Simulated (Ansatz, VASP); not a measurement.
Two plane-wave programs on KBr

File POSCAR:

```
KBr
1.0
    5.5438543162      0.0000000000      0.0000000000
   -2.7719271581      4.8011186727      0.0000000000
    0.0000000000      0.0000000000      6.4666640637
K Br
2 2
Direct
    0.3333333333      0.6666666667     -0.0625000000
    0.6666666667      0.3333333333      0.4375000000
    0.3333333333      0.6666666667      0.4375000000
    0.6666666667      0.3333333333      0.9375000000
```

File INCAR.step1:

```
SYSTEM = KBr
  PREC = Accurate
  ENCUT = 520
  ISMEAR = 0
  SIGMA = 0.01
  LREAL = .FALSE.
  LASPH = .TRUE.
  NELM = 80
  NBANDS = 24
  GGA = PE
  ALGO = Normal
  EDIFF = 1E-4
  LWAVE = .TRUE.
  LCHARG = .FALSE.
```

File INCAR.step2:

```
SYSTEM = KBr
  PREC = Accurate
  ENCUT = 520
  EDIFF = 1E-7
  ISMEAR = 0
  SIGMA = 0.01
  LREAL = .FALSE.
  LASPH = .TRUE.
  NELM = 80
  ALGO = Normal
  ISIF = 2
  LWAVE = .FALSE.
  LCHARG = .TRUE.
  METAGGA = R2SCAN
  LMIXTAU = .TRUE.
  LELF = .TRUE.
  LVHAR = .TRUE.
  NBANDS = 24
  ISTART = 1
```

File KPOINTS:

```
Automatic mesh
0
G
  6 6 4
  0 0 0
```

Input for Ansatz:

```yaml
crystal:
  lattice:
    - [5.5438543162, 0.0, 0.0]
    - [-2.7719271581, 4.8011186727, 0.0]
    - [0.0, 0.0, 6.4666640637]
  atoms:
    - { symbol: K, position: [0.3333333333, 0.6666666667, -0.0625] }
    - { symbol: K, position: [0.6666666667, 0.3333333333, 0.4375] }
    - { symbol: Br, position: [0.3333333333, 0.6666666667, 0.4375] }
    - { symbol: Br, position: [0.6666666667, 0.3333333333, 0.9375] }
kpoints:
  mp_grid: { grid: [6, 6, 4] }
  band_path:
    path:
      - [0.0, 0.0, 0.0]
      - [0.5, 0.0, 0.0]
      - [0.3333333333, 0.3333333333, 0.0]
      - [0.0, 0.0, 0.5]
      - [0.5, 0.0, 0.5]
      - [0.3333333333, 0.3333333333, 0.5]
    npoints: 1
hamiltonian:
  xc: r2scan
scf:
  occupations: { method: fixed }
  n_extra_bands: 5
output:
  forces: true
  stress: true
  eigenvalues: true
```

Change from the starting cell: hydrostatic strain -1.3%.

Alike in both runs: task single point; functional r2SCAN; k mesh 6 × 6 × 4; no spin polarisation.

|  | VASP | Ansatz |
| --- | --- | --- |
| version | VASP 6.6.1 | Ansatz 0.2.0 |
| potentials or method | VASP PAW PBE potentials, release 64 (K_sv, Br) | plane waves, PAW |
| plane-wave cutoff (eV) | 520 | 500 |
| occupations | gaussian, width 0.01 eV | fixed |
| valence electrons in the cell | 32 | 32 |

|  | VASP | Ansatz | Ansatz less VASP |
| --- | --- | --- | --- |
| gap on the k mesh at the Fermi level (eV) | 4.81 | 4.81 | -0.001 |
| pressure (GPa) | 0.5 | 0.5 | 0.00 |
| traceless stress, the component that is largest in VASP (GPa) | 0.08 | 0.08 | -0.001 |

VASP's potentials were made for PBE, not for r2SCAN.
